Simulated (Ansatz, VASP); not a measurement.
## CaO: VASP beside Ansatz

POSCAR

```
CaO
1.0
   -0.0079918338      2.3895582928      2.3895582928
    2.3895582928     -0.0079918338      2.3895582928
    2.3895582928      2.3895582928     -0.0079918338
Ca O
1 1
Direct
    0.0000000000      0.0000000000      0.0000000000
    0.5000000000      0.5000000000      0.5000000000
```

Contents of INCAR.step1:

```
PREC = Accurate ; ENCUT = 520
ISMEAR = 0 ; SIGMA = 0.01
LREAL = False ; LASPH = True
NELM = 80 ; NBANDS = 15
GGA = PE ; ALGO = Normal
EDIFF = 1E-4 ; LWAVE = True
LCHARG = False
```

File INCAR.step2:

```
PREC = Accurate ; ENCUT = 520
EDIFF = 1E-6 ; ISMEAR = 0
SIGMA = 0.01 ; LREAL = False
LASPH = True ; NELM = 80
ALGO = Normal ; ISIF = 2
LWAVE = False ; LCHARG = False
METAGGA = R2SCAN ; LMIXTAU = True
NBANDS = 15 ; ISTART = 1
```

The input KPOINTS:

```
regular mesh
0
Gamma
  10 10 10
```

Input for Ansatz:

```yaml
crystal:
  lattice:
    - [-0.0079918338, 2.3895582928, 2.3895582928]
    - [2.3895582928, -0.0079918338, 2.3895582928]
    - [2.3895582928, 2.3895582928, -0.0079918338]
  atoms:
    - { symbol: Ca, position: [0.0, 0.0, 0.0] }
    - { symbol: O, position: [0.5, 0.5, 0.5] }
kpoints:
  mp_grid: { grid: [10, 10, 10] }
  band_path:
    path:
      - [0.0, 0.0, 0.0]
      - [0.5, 0.0, 0.5]
      - [0.625, 0.25, 0.625]
      - [0.375, 0.375, 0.75]
      - [0.5, 0.5, 0.5]
      - [0.5, 0.25, 0.75]
    npoints: 1
hamiltonian:
  xc: r2scan
scf:
  occupations: { method: fixed }
  n_extra_bands: 4
output:
  forces: true
  stress: true
  eigenvalues: true
```

Change from the starting cell: shear_111 strain -0.5%.

Alike in both runs: task single point; functional r2SCAN; k mesh 10 × 10 × 10; no spin polarisation.

|  | VASP | Ansatz |
| --- | --- | --- |
| version | VASP 6.6.1 | Ansatz 0.2.0 |
| potentials or method | VASP PAW PBE potentials, release 64 (Ca_sv, O) | plane waves, PAW |
| plane-wave cutoff (eV) | 520 | 500 |
| occupations | gaussian, width 0.01 eV | fixed |
| valence electrons in the cell | 16 | 16 |

|  | VASP | Ansatz | Ansatz less VASP |
| --- | --- | --- | --- |
| gap on the k mesh at the Fermi level (eV) | 4.17 | 4.19 | +0.012 |
| pressure (GPa) | 1.7 | 0.6 | -1.08 |
| traceless stress, the component that is largest in VASP (GPa) | 0.26 | 0.26 | +0.004 |

VASP's potentials were made for PBE, not for r2SCAN.
